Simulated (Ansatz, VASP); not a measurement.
**Two plane-wave programs on Li**

File INCAR:

```
SYSTEM = Li
PREC = Accurate ; ENCUT = 600
EDIFF = 1E-7 ; ISMEAR = 0
SIGMA = 0.1 ; LREAL = .False.
LASPH = .True. ; NELM = 100
ALGO = Normal ; ISIF = 3
LWAVE = .False. ; LCHARG = .False.
GGA = PE ; IBRION = 2
NSW = 100 ; EDIFFG = -0.01
```

File KPOINTS:

```
regular mesh
0
Gamma
  8 8 8
  0 0 0
```

The input POSCAR:

```
Li
1.0
    5.7940099100      0.0000000000      0.0000000000
    0.0000000000      5.7940099100      0.0000000000
    0.0000000000      0.0000000000      5.0174924500
Li
8
Direct
    0.4401390300      0.7462757800      0.0000000000
    0.5598609700      0.2537242200      0.0000000000
    0.7462757800      0.5598609700      0.5000000000
    0.2537242200      0.4401390300      0.5000000000
    0.9401390300      0.7537242200      0.0000000000
    0.0598609700      0.2462757800      0.0000000000
    0.7537242200      0.0598609700      0.5000000000
    0.2462757800      0.9401390300      0.5000000000
```

Input for Ansatz:

```yaml
crystal:
  lattice:
    - [5.79400991, 0.0, 0.0]
    - [0.0, 5.79400991, 0.0]
    - [0.0, 0.0, 5.01749245]
  atoms:
    - { symbol: Li, position: [0.44013903, 0.74627578, 0.0] }
    - { symbol: Li, position: [0.55986097, 0.25372422, 0.0] }
    - { symbol: Li, position: [0.74627578, 0.55986097, 0.5] }
    - { symbol: Li, position: [0.25372422, 0.44013903, 0.5] }
    - { symbol: Li, position: [0.94013903, 0.75372422, 0.0] }
    - { symbol: Li, position: [0.05986097, 0.24627578, 0.0] }
    - { symbol: Li, position: [0.75372422, 0.05986097, 0.5] }
    - { symbol: Li, position: [0.24627578, 0.94013903, 0.5] }
basis:
  ecutwfc: 420
kpoints:
  mp_grid: { grid: [8, 8, 8] }
hamiltonian:
  xc: pbe
scf:
  occupations: { method: gaussian, width: 0.1 }
output:
  forces: true
  stress: true
  eigenvalues: true
relax:
  adjacent_minimum: "off"
  f_tol: 0.01
  max_steps: 80
  cell: { stress_tol: 0.05 }
```

Alike in both runs: task relaxation of cell and atoms; functional PBE; k mesh 8 × 8 × 8; occupations gaussian, width 0.1 eV; no spin polarisation.

```csv
,VASP,Ansatz
version,VASP 6.6.1,Ansatz 0.2.0
potentials or method,"VASP PAW PBE potentials, release 64 (Li_sv), cutoff 600 eV","scalar-relativistic, plane waves, PAW"
valence electrons in the cell,24,24
```

```tsv
	VASP	Ansatz	Ansatz less VASP
gap on the k mesh at the Fermi level, each at its own relaxed structure (eV)	none	none	-
relaxed volume (Å³/atom)	20.04	20.16	+0.115
relaxed cell length with the largest relative difference (Å)	4.337	4.173	-0.1640
```

A gap of «none» marks a metal or a gap that the smearing closes.

Noted on VASP's run: the cutoff is short for stress, so the pressure is rough.
